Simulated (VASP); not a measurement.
Crystal: ZnF2.

```xyz
6
Lattice="4.7048 0.0000 0.0000 0.0000 4.7048 0.0000 0.0000 0.0000 3.1338" Properties=species:S:1:pos:R:3 pbc="T T T"
Zn    0.0000    0.0000    0.0000
Zn    2.3524    2.3524    1.5669
F     1.4227    1.4227    0.0000
F     0.9297    3.7751    1.5669
F     3.2821    3.2821    0.0000
F     3.7751    0.9297    1.5669
```

* Program: VASP 6.6.1
* Task: relaxation of cell and atoms
* Functional: LDA
* Potentials or basis: VASP PAW LDA potentials, release 64 (Zn, F)
* Cutoff: 600 eV
* k mesh: 6 × 6 × 8
* Occupations: fermi-dirac, width 0.05 eV
* Spin: no spin polarisation

At the start: pressure -5.2 GPa; volume 11.56 Å³/atom.

Problem. Where does the relaxation end?

Solution. Over 12 steps the energy falls by 8.3 meV/atom and the volume is 11.08 Å³/atom (-4.2 %); space group P4_2/mnm (No. 136, to 0.1 Å) before and after.

The path:
```csv
step,energy change (eV),largest force (eV/Å),pressure (GPa),volume (Å³)
1,0.0000,0.1032,-5.23,69.37
2,-0.0445,0.0281,1.85,65.65
3,-0.0496,0.0074,-0.02,66.51
4,-0.0496,0.0051,0.10,66.45
5,-0.0498,0.0046,0.11,66.44
6,-0.0500,0.0026,0.13,66.40
7,-0.0500,0.0043,-0.11,66.53
8,-0.0500,0.0037,-0.01,66.47
9,-0.0500,0.0036,0.02,66.46
10,-0.0500,0.0036,-0.01,66.47
11,-0.0500,0.0036,0.01,66.47
12,-0.0500,0.0013,0.01,66.47
```

Final structure:
```
Zn F
1.0
     4.63243    0.00000    0.00000
     0.00000    4.63243    0.00000
     0.00000    0.00000    3.09735
Zn F
2 4
Direct
  0.00000 0.00000 0.00000
  0.50000 0.50000 0.50000
  0.30322 0.30322 0.00000
  0.19678 0.80322 0.50000
  0.69678 0.69678 0.00000
  0.80322 0.19678 0.50000
```
